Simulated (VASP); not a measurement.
Here is a VASP 6.6.1 calculation.

INCAR

```
SYSTEM = BaRu3
ALGO = Normal
EDIFF = 1E-6
ENCUT = 560
GGA = PS
GGA_COMPAT = .False.
ISIF = 2
ISMEAR = 0
LASPH = .True.
LCHARG = .False.
LREAL = .False.
LWAVE = .False.
NBANDS = 37
NELM = 120
PREC = Accurate
SIGMA = 0.05
```

Contents of KPOINTS:

```
k-points
0
Gamma
  8 8 8
  0 0 0
```

Contents of POSCAR:

```
BaRu3
1.0
    4.0689333394      0.0000000000      0.0203446667
    0.0000000000      4.0689333394      0.0000000000
    0.0203446667      0.0000000000      4.0689333394
Ba Ru
1 3
Direct
    0.0000000000      0.0000000000      0.0000000000
    0.0000000000      0.5000000000      0.5000000000
    0.5000000000      0.5000000000      0.0000000000
    0.5000000000      0.0000000000      0.5000000000
```

Potentials or basis: VASP PAW PBE potentials, release 64 (Ba_sv, Ru_sv).

The run is started by

```console
$ cat potpaw_PBE.64/Ba_sv/POTCAR potpaw_PBE.64/Ru_sv/POTCAR > POTCAR
$ mpirun -np 1 vasp_std > vasp.out
```

Problem. Estimate the band gap on the k mesh.

Solution. Zero (bands 29 and 30 overlap by 1.63 eV).

Problem. Predict the pressure.

Solution. 5.5 GPa.

Stress tensor (GPa, compression positive):
```
 5.53  0.00 -0.32
 0.00  5.54  0.00
-0.32  0.00  5.53
```

Caveat: the cell stands under pressure; the PAW data sets were made with another functional, which shifts forces and pressure a little; spin-orbit coupling is left out, which moves the levels of the heavy elements.
